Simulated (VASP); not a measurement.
# Ti2W3 in VASP: further runs

The runs below take Ti2W3 through single point, with PBE.

Everything below comes from runs of VASP 6.6.1. Logs are shortened: lines on timing, memory, paths and dates and some standing lists are left out, and cuts for length are marked.

### Step 1. The cell of the first run

The structure is orthorhombic, space group Fmmm (No. 69). The conventional cell has a = 3.182 Å, b = 4.499 Å, c = 22.497 Å, α = 90.00°, β = 90.00°, γ = 90.00°. Ti (site symmetry mm2) has 8 W at 2.76 to 3.18 Å and 6 Ti at 2.76 to 3.18 Å within 3.6 Å. W (site symmetry mm2) has 4 Ti at 2.76 to 3.18 Å and 10 W at 2.76 to 3.18 Å within 3.6 Å. Within 3.6 Å of W (site symmetry mmm) lie 8 Ti at 2.76 to 3.18 Å and 6 W at 2.76 to 3.18 Å.

### Step 2. Single point, PBE

File INCAR:

```
ALGO = Fast
EDIFF = 1E-6
ENCUT = 520
GGA = PE
ISIF = 2
ISMEAR = 0
LASPH = T
LCHARG = T
LELF = T
LREAL = F
LVHAR = T
LWAVE = F
NBANDS = 41
NELM = 60
PREC = Accurate
SIGMA = 0.1
```

File KPOINTS:

```
k-points
0
Gamma
  6 6 6
```

File POSCAR:

```
Ti2W3
1.0
    0.0000000000      2.2497385900     11.2486929400
    1.5908054100      0.0000000000     11.2486929400
    1.5908054100      2.2497385900      0.0000000000
Ti W
2 3
Direct
    0.9000000000      0.9000000000      0.1000000000
    0.1000000000      0.1000000000      0.9000000000
    0.7000000000      0.7000000000      0.3000000000
    0.3000000000      0.3000000000      0.7000000000
    0.5000000000      0.5000000000      0.5000000000
```

Potentials or basis: VASP PAW PBE potentials, release 64 (Ti_sv, W_sv).

Run with:

```sh
cat potpaw_PBE.64/Ti_sv/POTCAR potpaw_PBE.64/W_sv/POTCAR > POTCAR
mpirun -np 1 vasp_std > vasp.out
```

OUTCAR:

```text
EDIFF = 1E-6
   ENCUT = 520
   GGA = PE
   ISIF = 2
   ISMEAR = 0
   LASPH = T
   LREAL = F
   NELM = 60
   PREC = Accurate

 ion  position               nearest neighbor table
   1  0.900  0.900  0.100-   5 2.76   5 2.76   4 2.76   4 2.76   4 3.18   5 3.18   5 3.18   4 3.18

   2  0.100  0.100  0.900-   3 2.76   3 2.76   5 2.76   5 2.76   5 3.18   3 3.18   3 3.18   5 3.18

   3  0.700  0.700  0.300-   4 2.76   4 2.76   2 2.76   2 2.76   4 3.18   4 3.18   2 3.18   2 3.18

   4  0.300  0.300  0.700-   3 2.76   3 2.76   1 2.76   1 2.76   3 3.18   3 3.18   1 3.18   1 3.18

   5  0.500  0.500  0.500-   2 2.76   2 2.76   1 2.76   1 2.76   1 3.18   2 3.18   2 3.18   1 3.18

  LATTYP: Found a face centered orthorhombic cell.
 ALAT       =     3.1816108200
 B/A-ratio  =     1.4142135649
 C/A-ratio  =     7.0710678184

  Lattice vectors:

 A1 = (   0.0000000000,   2.2497385900,  11.2486929400)
 A2 = (   1.5908054100,   0.0000000000,  11.2486929400)
 A3 = (   1.5908054100,   2.2497385900,   0.0000000000)

Analysis of symmetry for initial positions (statically):
=====================================================================
 Subroutine PRICEL returns:
 Original cell was already a primitive cell.

 Routine SETGRP: Setting up the symmetry group for a
 face centered orthorhombic supercell.

 Subroutine GETGRP returns: Found  8 space group operations
 (whereof  8 operations were pure point group operations)
 out of a pool of  8 trial point group operations.

The static configuration has the point symmetry D_2h.

Analysis of symmetry for dynamics (positions and initial velocities):
=====================================================================
 Subroutine PRICEL returns:
 Original cell was already a primitive cell.

 Routine SETGRP: Setting up the symmetry group for a
 face centered orthorhombic supercell.

 Subroutine GETGRP returns: Found  8 space group operations
 (whereof  8 operations were pure point group operations)
 out of a pool of  8 trial point group operations.

The dynamic configuration has the point symmetry D_2h.

 Subroutine INISYM returns: Found  8 space group operations
 (whereof  8 operations are pure point group operations),
 and found     1 'primitive' translations

----------------------------------------------------------------------------------------

                                     Primitive cell

  volume of cell :      80.5158

  direct lattice vectors                    reciprocal lattice vectors
     0.000000000  2.249738590 11.248692940    -0.314306198  0.222248043  0.044449609
     1.590805410  0.000000000 11.248692940     0.314306198 -0.222248043  0.044449609
     1.590805410  2.249738590  0.000000000     0.314306198  0.222248043 -0.044449609

  length of vectors
    11.471460961 11.360622990  2.755355798     0.387502705  0.387502705  0.387502705

  position of ions in fractional coordinates (direct lattice)
     0.900000000  0.900000000  0.100000000
     0.100000000  0.100000000  0.900000000
     0.700000000  0.700000000  0.300000000
     0.300000000  0.300000000  0.700000000
     0.500000000  0.500000000  0.500000000

  ion indices of the primitive-cell ions
   primitive index   ion index
                 1           1
                 2           2
                 3           3
                 4           4
                 5           5

----------------------------------------------------------------------------------------

 KPOINTS: k-points

Automatic generation of k-mesh.
 Grid dimensions read from file:
 generate k-points for:    6    6    6

 Generating k-lattice:

  Cartesian coordinates                     Fractional coordinates (reciprocal lattice)
    -0.052384366  0.037041341  0.007408268     0.166666667  0.000000000  0.000000000
     0.052384366 -0.037041341  0.007408268     0.000000000  0.166666667 -0.000000000
     0.052384366  0.037041341 -0.007408268     0.000000000 -0.000000000  0.166666667

  Length of vectors
     0.064583784  0.064583784  0.064583784

  Shift w.r.t. Gamma in fractional coordinates (k-lattice)
     0.000000000  0.000000000  0.000000000

 Subroutine IBZKPT returns following result:
 ===========================================

 Found     46 irreducible k-points:

 Following reciprocal coordinates:
            Coordinates               Weight
  0.000000  0.000000  0.000000      1.000000
  0.166667  0.000000 -0.000000      8.000000
  0.333333  0.000000 -0.000000      8.000000
  0.500000  0.000000 -0.000000      4.000000
  0.166667  0.166667  0.000000      2.000000
  0.333333  0.166667  0.000000      8.000000
[... 16 lines left out ...]
 -0.166667  0.166667  0.166667      8.000000
  0.500000  0.333333  0.166667      4.000000
 [... further k-points ...]
   k-points           NKPTS =     46   k-points in BZ     NKDIM =     46   number of bands    NBANDS=     41
   number of dos      NEDOS =    301   number of ions     NIONS =      5
   total plane-waves  NPLWV = 151200
   dimension x,y,z NGX =    90 NGY =   84 NGZ =   20
   dimension x,y,z NGXF=   180 NGYF=  168 NGZF=   40
   ions per type =               2   3
   NGX,Y,Z   is equivalent  to a cutoff of  13.04, 12.29, 12.07 a.u.
   NGXF,Y,Z  is equivalent  to a cutoff of  26.09, 24.58, 24.13 a.u.
 SYSTEM =  unknown system
   PREC   = accura    normal or accurate (medium, high low for compatibility)
   ISTART =      0    job   : 0-new  1-cont  2-samecut
   ICHARG =      2    charge: 1-file 2-atom 10-const
   ISPIN  =      1    spin polarized calculation?
   LNONCOLLINEAR =      F non collinear calculations
   LSORBIT =      F    spin-orbit coupling
   LASPH  =      T    aspherical Exc in radial PAW
   ENCUT  =  520.0 eV  38.22 Ry    6.18 a.u.  21.33 21.12  5.12*2*pi/ulx,y,z
   NELM   =     60;   NELMIN=  2; NELMDL= -5     # of ELM steps
   EDIFF  = 0.1E-05   stopping-criterion for ELM
   LREAL  =      F    real-space projection
   EDIFFG = 0.1E-04   stopping-criterion for IOM
   NSW    =      0    number of steps for IOM
   IBRION =     -1    ionic relax: 0-MD 1-quasi-New 2-CG
   NFREE  =      0    steps in history (QN), initial steepest desc. (CG)
   ISIF   =      2    stress and relaxation
   ISYM   =      2    0-nonsym 1-usesym 2-fastsym
   POTIM  = 0.5000    time-step for ionic-motion
   TEBEG  =    0.0;   TEEND  =   0.0 temperature during run
   PSTRESS=    0.0 pullay stress
   NELECT =      66.0000    total number of electrons
   NUPDOWN=      -1.0000    fix difference up-down
   EMIN   =  10.00;   EMAX   =-10.00  energy-range for DOS
   EFERMI =   0.00;   METHOD = LEGACY
   ISMEAR =     0;   SIGMA  =   0.10  broadening in eV -4-tet -1-fermi 0-gaus
   EFERMI_NEDOS =   21; number of points for ismear=-14 and -15
   IALGO  =     68    algorithm
   IMIX   =      4    mixing-type and parameters
     AMIX     =   0.40;   BMIX     =  1.00
     AMIX_MAG =   1.60;   BMIX_MAG =  1.00
  volume/ion in A,a.u.               =      16.10       108.67
  Fermi-wavevector in a.u.,A,eV,Ry     =   1.532130  2.895307 31.938640  2.347424
  Thomas-Fermi vector in A             =   2.639379
   LORBIT       =      0    0 simple, 1 ext, 2 COOP (PROOUT), +10 PAW based schemes
   GGA     = PE    functional components
   LHFCALC =     F    Hartree Fock is set to
   AEXX    =    0.0000 exact exchange contribution
   IVDW    =     0    specifies the selected vdW correction
   LEPSILON=     F    determine dielectric tensor
   LRPA    =     F    only Hartree local field effects (RPA)
 non-spin polarized calculation
 RMM-DIIS sequential band-by-band and
 Gauss-broadening in eV      SIGMA  =   0.10
  energy-cutoff  :      520.00
  volume of cell :       80.52
 maximum number of plane-waves:      2196
 NGX is ok and might be reduce to    90
   NGX = 43   NGY = 41   NGZ = 11

 number of electron      66.0000007 magnetization

 Free energy of the ion-electron system (eV)
  ---------------------------------------------------
  ext. energy  EPLUGINS =         0.00000000
  ---------------------------------------------------
  free energy    TOTEN  =       -54.64160907 eV

  energy without entropy =      -54.61431670  energy(sigma->0) =      -54.62796288

 E-fermi :   9.7697     XC(G=0): -12.8889

 val. band max:        9.7667360641   @ k =   0.5000   0.0000   0.3333
 cond. band min:       9.7989488593   @ k =   0.5000   0.0000   0.1667
 fundamental gap:      0.0322127951
 Fermi energy:         9.7697288066

 k-point     1 :       0.0000    0.0000    0.0000
  band No.  band energies     occupation
      1     -63.6946      2.00000
      2     -63.6318      2.00000
      3     -63.4885      2.00000
      4     -46.5266      2.00000
      5     -46.5258      2.00000
      6     -28.2456      2.00000
[... 33 lines left out ...]
     40      12.2633      0.00000
     41      12.7393      0.00000

 k-point     2 :       0.1667    0.0000   -0.0000
  band No.  band energies     occupation
      1     -63.6749      2.00000
      2     -63.6203      2.00000
      3     -63.4729      2.00000
      4     -46.5043      2.00000
      5     -46.5038      2.00000
      6     -28.1980      2.00000
[... 33 lines left out ...]
     40      12.2841      0.00000
     41      12.4690      0.00000

 k-point     3 :       0.3333    0.0000   -0.0000
  band No.  band energies     occupation
      1     -63.6321      2.00000
      2     -63.6004      2.00000
      3     -63.4415      2.00000
      4     -46.4594      2.00000
      5     -46.4594      2.00000
      6     -28.2188      2.00000
[... 33 lines left out ...]
     40      12.8229      0.00000
     41      13.1504      0.00000

 k-point     4 :       0.5000    0.0000   -0.0000
  band No.  band energies     occupation
      1     -63.6005      2.00000
      2     -63.6005      2.00000
      3     -63.4258      2.00000
      4     -46.4370      2.00000
      5     -46.4368      2.00000
      6     -28.3826      2.00000
[... 825 lines left out ...]
     40      12.9453      0.00000
     41      13.3296      0.00000

 k-point    23 :      -0.1667    0.1667    0.1667
  band No.  band energies     occupation
      1     -63.6041      2.00000
      2     -63.5969      2.00000
      3     -63.4258      2.00000
      4     -46.4371      2.00000
      5     -46.4370      2.00000
      6     -28.2125      2.00000
[... 33 lines left out ...]
     40      13.2743      0.00000
     41      13.4932      0.00000

 k-point    24 :       0.5000    0.3333    0.1667
  band No.  band energies     occupation
      1     -63.6655      2.00000
      2     -63.6066      2.00000
      3     -63.4613      2.00000
      4     -46.4893      2.00000
      5     -46.4887      2.00000
      6     -28.1810      2.00000
[... 33 lines left out ...]
     40      11.4553      0.00000
     41      11.5718      0.00000

 [... further k-points ...]

------------------------ aborting loop because EDIFF is reached ----------------------------------------

  FORCE on cell =-STRESS in cart. coord.  units (eV):
  Direction    XX          YY          ZZ          XY          YZ          ZX
  --------------------------------------------------------------------------------------
  -------------------------------------------------------------------------------------
  Total        1.0919423      0.7501784      0.4642287     -0.0000000      0.0000000      0.0000000
  in kB       21.7284676     14.9277369      9.2376485     -0.0000000      0.0000000      0.0000000
  external PRESSURE =      15.2979510 kB  Pullay stress =       0.0000000 kB

 VOLUME and BASIS-vectors are now :
 -----------------------------------------------------------------------------
  energy-cutoff  :      520.00
  volume of cell :       80.52
      direct lattice vectors                 reciprocal lattice vectors
     0.000000000  2.249738590 11.248692940    -0.314306198  0.222248043  0.044449609
     1.590805410  0.000000000 11.248692940     0.314306198 -0.222248043  0.044449609
     1.590805410  2.249738590  0.000000000     0.314306198  0.222248043 -0.044449609

 POSITION                                       TOTAL-FORCE (eV/Angst)
 -----------------------------------------------------------------------------------
      1.59081      2.24974     20.24765         0.000000      0.000000     -0.035546
      1.59081      2.24974      2.24974         0.000000      0.000000      0.035546
      1.59081      2.24974     15.74817         0.000000      0.000000      0.162794
      1.59081      2.24974      6.74922         0.000000      0.000000     -0.162794
      1.59081      2.24974     11.24869         0.000000      0.000000      0.000000
 -----------------------------------------------------------------------------------
    total drift:                                0.000000      0.000000      0.000000

  FREE ENERGIE OF THE ION-ELECTRON SYSTEM (eV)
  ---------------------------------------------------
  free  energy   TOTEN  =       -54.6416090685 eV

  energy  without entropy=      -54.6143166966  energy(sigma->0) =      -54.62796288
```

Run time: 14 min. Hardware: 1 thread of Intel Xeon 6975P-C (Granite Rapids), shared host; peak memory 0.46 GiB.

What came out:

* Free energy: -54.6416 eV
* Pressure: 1.5 GPa
* Largest force: 0.163 eV/Å
* Band gap on the k mesh: zero (bands 33 and 34 overlap by 1.87 eV)

Forces on the atoms (eV/Å):
```
Ti   0.000  0.000 -0.036
Ti   0.000  0.000  0.036
W    0.000  0.000  0.163
W    0.000  0.000 -0.163
W    0.000  0.000  0.000
```

Levels at points of the mesh, in eV from the Fermi level:
```tsv
k point	band 29	band 30	band 31	band 32	band 33	band 34	band 35	band 36	band 37	band 38
(0.00, 0.00, 0.00)	-0.77	0.17	0.19	0.28	0.31	0.64	0.69	0.71	1.55	1.94
(0.50, 0.00, 0.00)	-1.14	-0.85	-0.67	-0.09	0.62	0.64	1.44	2.69	2.74	2.84
(0.50, 0.50, 0.00)	-0.76	-0.60	0.38	0.40	0.49	0.53	0.57	0.87	1.44	2.60
(0.50, 0.00, 0.50)	-1.71	-0.78	-0.54	0.28	1.12	1.43	1.69	2.99	3.60	3.66
(0.00, 0.50, 0.50)	-1.79	-1.06	0.30	0.38	1.48	1.84	1.84	1.94	2.42	2.44
```

Caveat: the k points lie up to 0.41 Å⁻¹ apart, too coarse for converged energies and pressures of a metal; spin-orbit coupling is left out, which moves the levels of the heavy elements.

(Continued in part 2 of 2.)

The gap in the log of VASP goes by the Fermi energy; the results here count the filled bands.